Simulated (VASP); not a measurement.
Crystal: BN.

```
B N
1.0
     2.76207    0.00000    0.00000
    -1.38104    2.15498    0.00000
     0.00000    0.00000    7.20975
B N
2 2
Direct
  0.33333 0.66667 0.25000
  0.66667 0.33333 0.75000
  0.33333 0.66667 0.75000
  0.66667 0.33333 0.25000
```

This cell differs from its parent crystal: normal strain along x +0.1100, normal strain along z +0.1100.

```yaml
Program: VASP 6.6.1
Task: relaxation of the atoms
Functional: LDA
Potentials_or_basis: VASP PAW LDA potentials, release 64 (B, N)
Cutoff: 520 eV
k_mesh: 12 × 12 × 4
Occupations: gaussian, width 0.05 eV
Spin: no spin polarisation
```

At the start: pressure -26.8 GPa; volume 10.73 Å³/atom.

**Question.** How do energy, volume and symmetry change on relaxing?

**Answer.** Over 3 steps the energy falls by 2.3 meV/atom; space group Cmcm (No. 63, to 0.1 Å) before and after.

The path:
```csv
step,energy change (eV),largest force (eV/Å),pressure (GPa)
1,0.0000,0.5719,-26.76
2,0.0358,1.1634,-28.66
3,-0.0094,0.0053,-27.51
```

Final structure:
```
B N
1.0
     2.76207    0.00000    0.00000
    -1.38104    2.15498    0.00000
     0.00000    0.00000    7.20975
B N
2 2
Direct
  0.33141 0.66283 0.25000
  0.66859 0.33717 0.75000
  0.33138 0.66276 0.75000
  0.66862 0.33724 0.25000
```

Caveat: the cell differs from its parent crystal (normal strain along x +0.1100, normal strain along z +0.1100).
